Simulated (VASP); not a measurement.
Runs of VASP 6.6.1 on SnTe5. The structure is that of space group P4/mmm (No. 123), or close to it. The cells are those of the table. 

```csv
task,cell,k mesh,cutoff (eV),gap on the mesh (eV),pressure (GPa),relaxed volume (Å³/atom),largest force (eV/Å)
single point,"a = 3.777, b = 3.777, c = 12.091 Å, 6 atoms",6 × 6 × 1,520,none,0.0,-,0.02
single point,"a = 3.692, b = 3.692, c = 15.639 Å, 6 atoms",6 × 6 × 1,520,none,(b),-,(a)
relaxation of cell and atoms,"relaxed from a = 3.777, b = 3.777, c = 12.091 Å, 6 atoms",4 × 4 × 2,600,-,-0.1,29.09,0.02
relaxation of cell and atoms,"relaxed from a = 3.692, b = 3.692, c = 15.639 Å, 6 atoms",6 × 6 × 1,600,-,0.0,28.78,0.03
single point,"a = 3.891, b = 3.891, c = 11.419 Å, 6 atoms",10 × 10 × 4,520,none,-0.1,-,-
single point,"a = 3.847, b = 3.847, c = 11.796 Å, 6 atoms",4 × 4 × 2,520,none,-0.1,-,0.01
```

Alike in all rows: level PBE; potentials or basis VASP PAW PBE potentials, release 64 (Sn_d, Te); no spin polarisation; smearing gaussian 0.1 eV.

**Question.** Estimate the missing entries.

**Answer.** (a) 0.24; (b) -6.4.

Caveats: some runs use coarse meshes; spin-orbit coupling is left out, which moves the levels of the heavy elements; the bands computed are all filled at some k points, so no gap is given (some runs); the volume moved by over 15 % at a fixed basis, so the end points are rough (some runs).

A k mesh can miss the band edges, and the runs leave out spin-orbit coupling on Sn, Te.

A gap of «none» marks levels without a gap at the run's occupations.
